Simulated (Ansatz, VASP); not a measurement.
**InSb in VASP and in Ansatz**

```
CELL_PARAMETERS angstrom
3.06331 -3.08137 0.00000
3.06331 3.08137 0.00000
0.00000 0.00000 6.12689
ATOMIC_POSITIONS crystal
In 0.27941 0.72059 0.25000
In 0.72059 0.27941 0.75000
Sb 0.77721 0.22279 0.25000
Sb 0.22279 0.77721 0.75000
```

Alike in both runs: task single point; functional PBE; k mesh 1 × 1 × 1; occupations gaussian, width 0.1 eV; no spin polarisation.

```csv
,VASP,Ansatz
version,VASP 6.6.1,Ansatz 0.2.0
potentials or method,"VASP PAW PBE potentials, release 64 (In_d, Sb), cutoff 520 eV","scalar-relativistic, plane waves, PAW"
valence electrons in the cell,36,56
```

Ansatz gave:

* gap on the k mesh at the Fermi level (eV): 0.03
* least direct gap on the mesh (eV): 0.03
* pressure (GPa): 23.8
* traceless stress, the component that is largest in VASP (GPa): -12.13
* rms of the force components (eV/Å): 0.202

Problem. Which values does VASP return?

Solution. gap on the k mesh at the Fermi level (eV): 0.03; least direct gap on the mesh (eV): 0.03; pressure (GPa): 23.9; traceless stress, the component that is largest in VASP (GPa): -12.25; rms of the force components (eV/Å): 0.198.

Atom by atom the forces differ by 0.006 eV/Å (rms over components). With one functional, cell and mesh, what is left measures potentials, basis and numerics. VASP's potentials hold 36 valence electrons a cell and Ansatz's 56, so a difference there can come from the potentials and not from the codes.

The k mesh is coarse, so the values compare programs but aren't converged. Spin-orbit coupling is off throughout.
